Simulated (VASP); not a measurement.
Wanted: the native input for a VASP 6.6.1 run.

- Task: single point
- Functional: PBE
- Potentials or basis: VASP PAW PBE potentials, release 64 (Ca_sv, O)
- Cutoff: 520 eV
- k mesh: 8 × 8 × 8
- Occupations: gaussian, width 0.05 eV
- Spin: no spin polarisation
- Dipole correction: no
- Further INCAR settings: ALGO = Normal; EDIFF = 1e-07; NBANDS = 15

The structure of CaO lies in POSCAR:

```
CaO
1.0
    0.0000000000      2.3755300000      2.4122650000
    2.3755300000      0.0000000000      2.4122650000
    2.3755300000      2.3755300000      0.0000000000
Ca O
1 1
Direct
    0.0000000000      0.0000000000      0.0000000000
    0.5000000000      0.5000000000      0.5000000000
```

This cell differs from its parent crystal: strain -0.030 along x and y, -0.015 along z.

The input as run:

INCAR

```
PREC     = Accurate       # precision mode
ENCUT    = 520            # plane-wave cutoff, eV
EDIFF    = 1E-7           # SCF threshold, eV
ISMEAR   = 0              # smearing method
SIGMA    = 0.05           # smearing width, eV
LREAL    = False          # projectors in reciprocal space
LASPH    = True           # aspherical terms in the spheres
NELM     = 100            # most SCF steps
ALGO     = Normal         # electronic algorithm
ISIF     = 2              # what is computed and relaxed
LWAVE    = False          # write WAVECAR
LCHARG   = False          # write CHGCAR
GGA      = PE             # functional
NBANDS   = 15             # bands
```

KPOINTS

```
regular mesh
0
Gamma
  8 8 8
```

Potentials or basis: VASP PAW PBE potentials, release 64 (Ca_sv, O).

The run is started by

```bash
$ cat potpaw_PBE.64/Ca_sv/POTCAR potpaw_PBE.64/O/POTCAR > POTCAR
$ mpirun -np 1 vasp_std > vasp.out
```

Results of the run:

The pressure is 4.6 GPa and the band gap on the k mesh is 3.60 eV, indirect (least direct gap 3.98 eV).

Caveat: the cell differs from its parent crystal (strain -0.030 along x and y, -0.015 along z).

It took 35 s on 1 thread of AMD EPYC 7R43 64-Core Processor (Zen 3) (shared host), peak memory 0.14 GiB.
